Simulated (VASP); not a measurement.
A run of VASP 6.6.1:

INCAR

```
PREC = Accurate ; ENCUT = 600
EDIFF = 1E-6 ; ISMEAR = -1
SIGMA = 0.05 ; LREAL = F
LASPH = T ; NELM = 120
ALGO = Normal ; ISIF = 2
LWAVE = F ; LCHARG = F
GGA = PE ; NBANDS = 16
GGA_COMPAT = F
```

Contents of KPOINTS:

```
regular mesh
0
Gamma
  10 10 10
```

File POSCAR:

```
ZrN
1.0
    0.0000000000      2.3302666288      2.3302666288
    2.3302666288      0.0000000000      2.3302666288
    2.3302666288      2.3302666288      0.0000000000
Zr N
1 1
Direct
    0.5000000000      0.5000000000      0.5000000000
    0.0000000000      0.0000000000      0.0000000000
```

Potentials or basis: VASP PAW PBE potentials, release 64 (Zr_sv, N).

Launch:

```console
$ cat potpaw_PBE.64/Zr_sv/POTCAR potpaw_PBE.64/N/POTCAR > POTCAR
$ mpirun -np 1 vasp_std > vasp.out
```

Hardware: 1 thread of Intel Xeon 6975P-C (shared host).

**Question.** Estimate the wall time of this run.

**Answer.** It took 29 s on 1 thread of Intel Xeon 6975P-C, with other jobs on the host, peak memory 0.17 GiB. Counts: scf iterations 13, k points 47.
